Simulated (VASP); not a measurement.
Set up this calculation in VASP 6.6.1, as the native input.

```yaml
Task: single point
Functional: PBE
Potentials_or_basis: VASP PAW PBE potentials, release 64 (Ti_sv, Al)
Cutoff: 520 eV
k_mesh: 18 × 18 × 10
Occupations: gaussian, width 0.15 eV
Spin: no spin polarisation
Dipole_correction: no
Further_INCAR_settings: ALGO = Normal; EDIFF = 1e-06; NBANDS = 14
```

The structure of TiAl lies in POSCAR:

```
TiAl
1.0
    2.9890000000      0.0000000000      0.0000000000
   -1.4945000000      2.5885499319      0.0000000000
    0.0000000000      0.0000000000      4.7879000000
Ti Al
1 1
Direct
    0.0000000000      0.0000000000      0.0000000000
    0.3333333333      0.6666666667      0.5000000000
```

One way to write it, as run:

INCAR

```
PREC = Accurate
ENCUT = 520
EDIFF = 1E-6
ISMEAR = 0
SIGMA = 0.15
LREAL = F
LASPH = T
NELM = 60
ALGO = Normal
ISIF = 2
LWAVE = F
LCHARG = F
GGA = PE
NBANDS = 14
```

KPOINTS

```
Automatic mesh
0
Gamma
  18 18 10
```

Potentials or basis: VASP PAW PBE potentials, release 64 (Ti_sv, Al).

Launch:

```sh
$ cat potpaw_PBE.64/Ti_sv/POTCAR potpaw_PBE.64/Al/POTCAR > POTCAR
$ mpirun -np 1 vasp_std > vasp.out
```

It gave:

```
Pressure               : -8.9 GPa
Band gap on the k mesh : zero (an odd number of electrons rules out a gap without spin polarisation)
```

Caveat: the cell stands under tension.

Run time: 2.4 min on 1 thread of Intel Xeon 8259CL (shared host), peak memory 0.25 GiB.
